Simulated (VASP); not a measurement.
CO2, 6 atoms in the cell. It takes space group Cmce (No. 64, orthorhombic). The conventional cell has a = 5.521 Å, b = 4.955 Å, c = 6.614 Å, α = 90.00°, β = 90.00°, γ = 90.00°. Within 1.6 Å of C (site symmetry 2/m) lie 2 O at 1.16 Å. O (site symmetry m) has 1 C at 1.16 Å within 1.6 Å. 

| Property | Result |
| --- | --- |
| Program | VASP 6.6.1 |
| Task | single point |
| Functional | r2SCAN |
| Potentials or basis | VASP PAW PBE potentials, release 64 (C, O) |
| Cutoff | 520 eV |
| k mesh | 6 × 6 × 4 |
| Occupations | gaussian, width 0.02 eV |
| Spin | no spin polarisation |
| Dipole correction | no |
| Further INCAR settings | ALGO = Normal; EDIFF = 1e-06; NBANDS = 25 |

Potentials or basis: VASP PAW PBE potentials, release 64 (C, O).

Launch:

```console
$ cat potpaw_PBE.64/C/POTCAR potpaw_PBE.64/O/POTCAR > POTCAR
$ cp INCAR.step1 INCAR
$ mpirun -np 1 vasp_std > vasp.out
$ cp INCAR.step2 INCAR
$ mpirun -np 1 vasp_std > vasp.out
```

Hardware: 1 thread of Intel(R) Xeon(R) 6975P-C (Granite Rapids), with other jobs on the host.

**Question.** How long does it take, and how much memory?

**Answer.** Wall time 110 s on 1 thread of Intel(R) Xeon(R) 6975P-C (Granite Rapids) (shared host), peak memory 0.23 GiB. Counts: k points 39.
